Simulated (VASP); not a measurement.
# WSe2 in VASP: relaxation of the atoms with PBE+D3(BJ)

Aim: the relaxation of the atoms of WSe2 with PBE+D3(BJ).

Everything below comes from runs of VASP 6.6.1. Logs are shortened: lines on timing, memory, paths and dates and some standing lists are left out, and cuts for length are marked.

## 1. The cell of the first run

The cell holds a slab with vacuum, 6 atoms: a = 3.285 Å, b = 3.285 Å, c = 24.239 Å, α = 90.00°, β = 90.00°, γ = 120.00°.

## 2. Relaxation of the atoms, PBE+D3(BJ)

File INCAR:

```
SYSTEM = WSe2
PREC     = Accurate       ! precision mode
ENCUT    = 450            ! plane-wave cutoff, eV
EDIFF    = 1E-7           ! SCF threshold, eV
ISMEAR   = 0              ! smearing method
SIGMA    = 0.05           ! smearing width, eV
LREAL    = .FALSE.        ! projectors in reciprocal space
LASPH    = .TRUE.         ! aspherical terms in the spheres
NELM     = 120            ! most SCF steps
ALGO     = Normal         ! electronic algorithm
ISIF     = 2              ! what is computed and relaxed
LWAVE    = .FALSE.        ! write WAVECAR
LCHARG   = .FALSE.        ! write CHGCAR
LDIPOL   = .TRUE.       
IDIPOL   = 3            
DIPOL    = 0.5 0.5 0.393
GGA      = PE             ! functional
IVDW     = 12             ! dispersion correction
IBRION   = 2              ! ionic algorithm
NSW      = 40             ! ionic steps
EDIFFG   = -0.003         ! ionic threshold
GGA_COMPAT= .FALSE.      
NELMIN   = 4            
NELMDL   = -8
```

File KPOINTS:

```
Automatic mesh
0
G
  9 9 1
  0 0 0
```

File POSCAR:

```
WSe2
1.0
    3.2854926209      0.0000000000      0.0000000000
   -1.6427463104      2.8453200736      0.0000000000
    0.0000000000      0.0000000000     24.2386466044
Se W
4 2
Selective dynamics
Direct
    0.3333333333      0.6666666667      0.1856539300  F F F
    0.3333333333      0.6666666667      0.3245712151  F F T
    0.6666666667      1.3333333333      0.4621599169  F F T
    0.6666666667      1.3333333333      0.6010730548  F F T
    0.6666666667      0.3333333333      0.2551445255  F F T
    1.0000000000      1.0000000000      0.5315843959  F F T
```

Potentials or basis: VASP PAW PBE potentials, release 64 (Se, W_sv).

Launch:

```sh
$ cat potpaw_PBE.64/Se/POTCAR potpaw_PBE.64/W_sv/POTCAR > POTCAR
$ mpirun -np 1 vasp_std > vasp.out
```

OUTCAR:

```text
SYSTEM = WSe2
   PREC = Accurate
   ENCUT = 450
   EDIFF = 1E-7
   ISMEAR = 0
   LREAL = .FALSE.
   LASPH = .TRUE.
   NELM = 120
   ISIF = 2
   GGA = PE
   IVDW = 12
   IBRION = 2
   NSW = 40
   EDIFFG = -0.003
   NELMIN = 4
   NELMDL = -8
 IVDW          = 12

 ion  position               nearest neighbor table
   1  0.333  0.667  0.186-   5 2.54   5 2.54   5 2.54
   2  0.333  0.667  0.325-   5 2.54   5 2.54   5 2.54
   3  0.667  0.333  0.462-   6 2.54   6 2.54   6 2.54
   4  0.667  0.333  0.601-   6 2.54   6 2.54   6 2.54
   5  0.667  0.333  0.255-   2 2.54   2 2.54   2 2.54   1 2.54   1 2.54   1 2.54
   6  0.000  0.000  0.532-   3 2.54   3 2.54   3 2.54   4 2.54   4 2.54   4 2.54

  LATTYP: Found a hexagonal cell.
 ALAT       =     3.2854926209
 C/A-ratio  =     7.3774771096

  Lattice vectors:

 A1 = (   3.2854926209,   0.0000000000,   0.0000000000)
 A2 = (  -1.6427463104,   2.8453200736,   0.0000000000)
 A3 = (   0.0000000000,   0.0000000000,  24.2386466044)

Analysis of symmetry for initial positions (statically):
=====================================================================
 Subroutine PRICEL returns:
 Original cell was already a primitive cell.

 Routine SETGRP: Setting up the symmetry group for a
 hexagonal supercell.

 Subroutine GETGRP returns: Found  6 space group operations
 (whereof  6 operations were pure point group operations)
 out of a pool of 24 trial point group operations.

The static configuration has the point symmetry C_3v.

Analysis of symmetry for dynamics (positions and initial velocities):
=====================================================================
 Subroutine PRICEL returns:
 Original cell was already a primitive cell.

 Routine SETGRP: Setting up the symmetry group for a
 hexagonal supercell.

 Subroutine GETGRP returns: Found  6 space group operations
 (whereof  6 operations were pure point group operations)
 out of a pool of 24 trial point group operations.

The dynamic configuration has the point symmetry C_3v.

Analysis of constrained symmetry for selective dynamics:
=====================================================================
 Subroutine PRICEL returns:
 Original cell was already a primitive cell.

 Routine SETGRP: Setting up the symmetry group for a
 hexagonal supercell.

 Subroutine GETGRP returns: Found  6 space group operations
 (whereof  6 operations were pure point group operations)
 out of a pool of 24 trial point group operations.

The constrained configuration has the point symmetry C_3v.

 Subroutine INISYM returns: Found  6 space group operations
 (whereof  6 operations are pure point group operations),
 and found     1 'primitive' translations

----------------------------------------------------------------------------------------

                                     Primitive cell

  volume of cell :     226.5896

  direct lattice vectors                    reciprocal lattice vectors
     3.285492621  0.000000000  0.000000000     0.304368360  0.175727154  0.000000000
    -1.642746310  2.845320074  0.000000000     0.000000000  0.351454309  0.000000000
     0.000000000  0.000000000 24.238646604     0.000000000  0.000000000  0.041256429

  length of vectors
     3.285492621  3.285492621 24.238646604     0.351454309  0.351454309  0.041256429

  position of ions in fractional coordinates (direct lattice)
     0.333333333  0.666666667  0.185653930
     0.333333333  0.666666667  0.324571215
     0.666666667  0.333333333  0.462159917
     0.666666667  0.333333333  0.601073055
     0.666666667  0.333333333  0.255144526
     0.000000000  0.000000000  0.531584396

  ion indices of the primitive-cell ions
   primitive index   ion index
                 1           1
                 2           2
                 3           3
                 4           4
                 5           5
                 6           6

----------------------------------------------------------------------------------------

[... 32 lines left out ...]
  0.222222  0.111111  0.000000     12.000000
  0.333333  0.111111  0.000000     12.000000
  0.444444  0.111111  0.000000      6.000000
  0.222222  0.222222  0.000000      6.000000
  0.333333  0.222222  0.000000     12.000000
  0.333333  0.333333  0.000000      2.000000
   k-points           NKPTS =     12   k-points in BZ     NKDIM =     12   number of bands    NBANDS=     31
   number of dos      NEDOS =    301   number of ions     NIONS =      6
   total plane-waves  NPLWV =  96768
   dimension x,y,z NGX =    24 NGY =   24 NGZ =  168
   dimension x,y,z NGXF=    48 NGYF=   48 NGZF=  336
   ions per type =               4   2
   NGX,Y,Z   is equivalent  to a cutoff of  12.14, 12.14, 11.52 a.u.
   NGXF,Y,Z  is equivalent  to a cutoff of  24.29, 24.29, 23.05 a.u.
 SYSTEM =  WSe2
   PREC   = accura    normal or accurate (medium, high low for compatibility)
   ISTART =      0    job   : 0-new  1-cont  2-samecut
   ICHARG =      2    charge: 1-file 2-atom 10-const
   ISPIN  =      1    spin polarized calculation?
   LNONCOLLINEAR =      F non collinear calculations
   LSORBIT =      F    spin-orbit coupling
   LASPH  =      T    aspherical Exc in radial PAW
   ENCUT  =  450.0 eV  33.07 Ry    5.75 a.u.   5.68  5.68 41.92*2*pi/ulx,y,z
   NELM   =    120;   NELMIN=  4; NELMDL= -8     # of ELM steps
   EDIFF  = 0.1E-06   stopping-criterion for ELM
   LREAL  =      F    real-space projection
   EDIFFG = -.3E-02   stopping-criterion for IOM
   NSW    =     40    number of steps for IOM
   IBRION =      2    ionic relax: 0-MD 1-quasi-New 2-CG
   NFREE  =      1    steps in history (QN), initial steepest desc. (CG)
   ISIF   =      2    stress and relaxation
   ISYM   =      2    0-nonsym 1-usesym 2-fastsym
   POTIM  = 0.5000    time-step for ionic-motion
   TEBEG  =    0.0;   TEEND  =   0.0 temperature during run
   PSTRESS=    0.0 pullay stress
   NELECT =      52.0000    total number of electrons
   NUPDOWN=      -1.0000    fix difference up-down
   EMIN   =  10.00;   EMAX   =-10.00  energy-range for DOS
   EFERMI =   0.00;   METHOD = LEGACY
   ISMEAR =     0;   SIGMA  =   0.05  broadening in eV -4-tet -1-fermi 0-gaus
   EFERMI_NEDOS =   21; number of points for ismear=-14 and -15
   IALGO  =     38    algorithm
   IMIX   =      4    mixing-type and parameters
     AMIX     =   0.40;   BMIX     =  1.00
     AMIX_MAG =   1.60;   BMIX_MAG =  1.00
  volume/ion in A,a.u.               =      37.76       254.85
  Fermi-wavevector in a.u.,A,eV,Ry     =   1.002296  1.894065 13.668373  1.004597
  Thomas-Fermi vector in A             =   2.134774
   LORBIT       =      0    0 simple, 1 ext, 2 COOP (PROOUT), +10 PAW based schemes
   GGA     = PE    functional components
   LHFCALC =     F    Hartree Fock is set to
   AEXX    =    0.0000 exact exchange contribution
   IVDW    =    12    specifies the selected vdW correction
   LEPSILON=     F    determine dielectric tensor
   LRPA    =     F    only Hartree local field effects (RPA)
 conjugate gradient relaxation of ions
 non-spin polarized calculation
 Gauss-broadening in eV      SIGMA  =   0.05
  energy-cutoff  :      450.00
  volume of cell :      226.59
 maximum number of plane-waves:      4943
 NGX is ok and might be reduce to    24
   NGX = 11   NGY = 11   NGZ = 83

--------------------------------------- Ionic step        1  -------------------------------------------

 number of electron      51.9999993 magnetization

 Free energy of the ion-electron system (eV)
  ---------------------------------------------------
  ext. energy  EPLUGINS =         0.00000000
  ---------------------------------------------------
  free energy    TOTEN  =       -43.19727179 eV

  energy without entropy =      -43.19727179  energy(sigma->0) =      -43.19727179

------------------------ aborting loop because EDIFF is reached ----------------------------------------

 Edisp (eV)   -2.35626

 E8    (eV) :    -1.0831
[... 117 lines left out ...]
  FREE ENERGIE OF THE ION-ELECTRON SYSTEM (eV)
  ---------------------------------------------------
  free  energy   TOTEN  =       -45.5548607148 eV

  energy  without entropy=      -45.5548607148  energy(sigma->0) =      -45.55486071

 dipolmoment           0.000000      0.000000     -0.001688 electrons x Angstroem

[... ionic steps 4 to 24 ...]

--------------------------------------- Ionic step       25  -------------------------------------------

 number of electron      51.9999993 magnetization

------------------------ aborting loop because EDIFF is reached ----------------------------------------

 vacuum level on the upper side and lower side of the slab       (xc-potential included)         0.023        -0.046

 Edisp (eV)   -2.41816

 E8    (eV) :    -1.1117

  FORCE on cell =-STRESS in cart. coord.  units (eV):
  Direction    XX          YY          ZZ          XY          YZ          ZX
  --------------------------------------------------------------------------------------
  -------------------------------------------------------------------------------------
  Total      -0.00003    -0.00003    -0.11148    -0.00000     0.00000    -0.00000
  in kB      -0.00019    -0.00019    -0.78828    -0.00000     0.00000    -0.00000
  external pressure =       -0.26 kB  Pullay stress =        0.00 kB
[... 71 lines left out ...]
--------------------------------------- Ionic step       27  -------------------------------------------

 number of electron      51.9999993 magnetization

 dipolmoment           0.000000      0.000000      0.003548 electrons x Angstroem

 Free energy of the ion-electron system (eV)
  ---------------------------------------------------
  ext. energy  EPLUGINS =         0.00000000
  ---------------------------------------------------
  free energy    TOTEN  =       -43.15430540 eV

  energy without entropy =      -43.15430540  energy(sigma->0) =      -43.15430540

 E-fermi :   1.2262     XC(G=0):  -6.1939

 val. band max:        1.0112002699   @ k =   0.0000   0.0000   0.0000
 cond. band min:       2.3992425157   @ k =   0.2222   0.1111   0.0000
 fundamental gap:      1.3880422459
 Fermi energy:         1.2262427330

 k-point     1 :       0.0000    0.0000    0.0000
  band No.  band energies     occupation
      1     -73.2116      2.00000
      2     -73.1463      2.00000
      3     -37.4582      2.00000
      4     -37.3921      2.00000
      5     -37.3219      2.00000
      6     -37.3219      2.00000
[... 397 lines left out ...]
     30       3.5581      0.00000
     31       4.3434      0.00000

------------------------ aborting loop because EDIFF is reached ----------------------------------------

 vacuum level on the upper side and lower side of the slab       (xc-potential included)        -0.033        -0.105

 Edisp (eV)   -2.41802

 E8    (eV) :    -1.1117

  FORCE on cell =-STRESS in cart. coord.  units (eV):
  Direction    XX          YY          ZZ          XY          YZ          ZX
  --------------------------------------------------------------------------------------
  -------------------------------------------------------------------------------------
  Total       0.01685     0.01685    -0.06603     0.00000     0.00000    -0.00000
  in kB       0.11915     0.11915    -0.46687     0.00000     0.00000    -0.00000
  external pressure =       -0.08 kB  Pullay stress =        0.00 kB
[... 21 lines left out ...]
  FREE ENERGIE OF THE ION-ELECTRON SYSTEM (eV)
  ---------------------------------------------------
  free  energy   TOTEN  =       -45.5723230879 eV

  energy  without entropy=      -45.5723230879  energy(sigma->0) =      -45.57232309

 reached required accuracy - stopping structural energy minimisation

 vacuum level on the upper side and lower side of the slab         5.895         5.820
```

Wall time 19 min (1 thread of Intel Xeon Platinum 8375C at 2.90GHz (Ice Lake), shared host); peak memory 0.34 GiB.

Results:

```
Free energy                : -45.5723 eV
Energy gained by relaxing  : 3.1 meV/atom
Ionic steps                : 27
Band gap on the k mesh     : 1.39 eV (least direct gap 1.60 eV)
Dispersion energy per atom : -0.403 eV
```

Step by step:
```csv
step,energy change (eV),largest force on free atoms (eV/Å),pressure (GPa)
1,0.0000,0.1398,-0.02
2,-0.0012,0.0933,-0.20
3,-0.0013,0.1321,-0.28
4,-0.0019,0.0922,-0.36
5,-0.0019,0.0955,-0.37
6,-0.0024,0.0502,-0.36
7,-0.0026,0.0585,-0.35
8,-0.0031,0.0719,-0.35
9,-0.0035,0.1378,-0.35
10,-0.0036,0.1368,-0.35
11,-0.0038,0.1343,-0.35
12,-0.0044,0.1291,-0.34
13,-0.0055,0.1187,-0.33
14,-0.0075,0.0975,-0.32
15,-0.0111,0.0812,-0.28
16,-0.0161,0.1099,-0.20
17,-0.0147,0.2460,-0.02
18,-0.0176,0.1309,-0.14
19,-0.0172,0.2499,0.15
20,-0.0185,0.0720,-0.01
21,-0.0186,0.0544,0.07
22,-0.0187,0.0225,0.04
23,-0.0188,0.0194,0.00
24,-0.0188,0.0218,-0.01
25,-0.0188,0.0290,-0.03
26,-0.0188,0.0057,-0.02
27,-0.0188,0.0021,-0.01
```

Final structure:
```cif
data_structure
_symmetry_space_group_name_H-M 'P 1'
_symmetry_Int_Tables_number 1
_cell_length_a 3.2855
_cell_length_b 3.2855
_cell_length_c 24.2386
_cell_angle_alpha 90.000
_cell_angle_beta 90.000
_cell_angle_gamma 120.000
_cell_volume 226.59
loop_
_atom_site_label
_atom_site_type_symbol
_atom_site_fract_x
_atom_site_fract_y
_atom_site_fract_z
_atom_site_occupancy
Se1 Se 0.33333 0.66667 0.18565 1
Se2 Se 0.33333 0.66667 0.32478 1
Se3 Se 0.66667 0.33333 0.45013 1
Se4 Se 0.66667 0.33333 0.58922 1
W1 W 0.66667 0.33333 0.25523 1
W2 W 0.00000 0.00000 0.51961 1
```

Caveat: spin-orbit coupling is left out, which moves the levels of the heavy elements.
